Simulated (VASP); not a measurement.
Set up this calculation in VASP 6.6.1, as the native input.

```
Task                   : single point
Functional             : RPBE
Potentials or basis    : VASP PAW PBE potentials, release 64 (Sn_d)
Cutoff                 : 520 eV
k mesh                 : 8 × 8 × 11
Occupations            : fermi-dirac, width 0.1 eV
Spin                   : no spin polarisation
Dipole correction      : no
Further INCAR settings : ALGO = Normal; EDIFF = 1e-07; NBANDS = 28
```

The structure of Sn lies in POSCAR:

```
Sn
1.0
    5.3152876356      0.0000000000      0.0000000000
   -2.6576438178      4.6031741208      0.0000000000
    0.0000000000      0.0000000000      3.2402458745
Sn
3
Direct
    1.0000000000      0.0000000000      0.0000000000
    0.3333333333      0.6666666667      0.5000000000
    0.6666666667      0.3333333333      0.5000000000
```

This cell differs from its parent crystal: volume scaled by 0.92.

The input as run:

INCAR

```
SYSTEM = Sn
  ALGO = Normal
  EDIFF = 1E-7
  ENCUT = 520
  GGA = RP
  ISIF = 2
  ISMEAR = -1
  LASPH = .TRUE.
  LCHARG = .TRUE.
  LELF = .TRUE.
  LREAL = .FALSE.
  LVHAR = .TRUE.
  LWAVE = .FALSE.
  NBANDS = 28
  NELM = 100
  PREC = Accurate
  SIGMA = 0.1
```

KPOINTS

```
k-points
0
G
  8 8 11
  0 0 0
```

Potentials or basis: VASP PAW PBE potentials, release 64 (Sn_d).

Run with:

```sh
$ cat potpaw_PBE.64/Sn_d/POTCAR > POTCAR
$ mpirun -np 1 vasp_std > vasp.out
```

Results of the run:

```json
{
  "Pressure": "4.7 GPa",
  "Band gap on the k mesh": "zero (band 21 reaches 10.19 eV, above the bottom of band 22 at 6.01 eV)"
}
```

Caveat: the PAW data sets were made with another functional, which shifts forces and pressure a little; spin-orbit coupling is left out, which moves the levels of the heavy elements.

It took 76 s on 1 thread of Intel(R) Xeon(R) Platinum 8259CL CPU @ 2.50GHz (Skylake/Cascade Lake), on a shared host, peak memory 0.24 GiB.
